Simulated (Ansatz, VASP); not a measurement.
# Re: VASP beside Ansatz

```
Re
1.0
     2.73744    0.00000    0.00000
    -1.36872    2.37070    0.00000
     0.00000    0.00000    4.41668
Re
2
Direct
  0.33333 0.66667 0.25000
  0.66667 0.33333 0.75000
```

Alike in both runs: functional LDA; k mesh 18 × 18 × 10; occupations gaussian, width 0.1 eV; no spin polarisation.

Ansatz relaxed the structure, and its values are those at the end. VASP's run is a single point on that final structure, the one shown.

|  | VASP | Ansatz |
| --- | --- | --- |
| version | VASP 6.6.1 | Ansatz 0.2.0 |
| potentials or method | VASP PAW LDA potentials, release 64 (Re), cutoff 520 eV | scalar-relativistic, plane waves, PAW |
| valence electrons in the cell | 14 | 30 |

```tsv
	VASP	Ansatz	Ansatz less VASP
gap on the k mesh at the Fermi level (eV)	none	none	-
pressure (GPa)	1.5	0.0	-1.55
```

LDA's correlation is that of Perdew and Zunger in VASP and of Perdew and Wang (1992) in Ansatz. A gap of «none» marks a metal or a gap that the smearing closes. VASP's potentials hold 14 valence electrons a cell and Ansatz's 30, so a difference there can come from the potentials and not from the codes.

Neither program's run includes spin-orbit coupling.
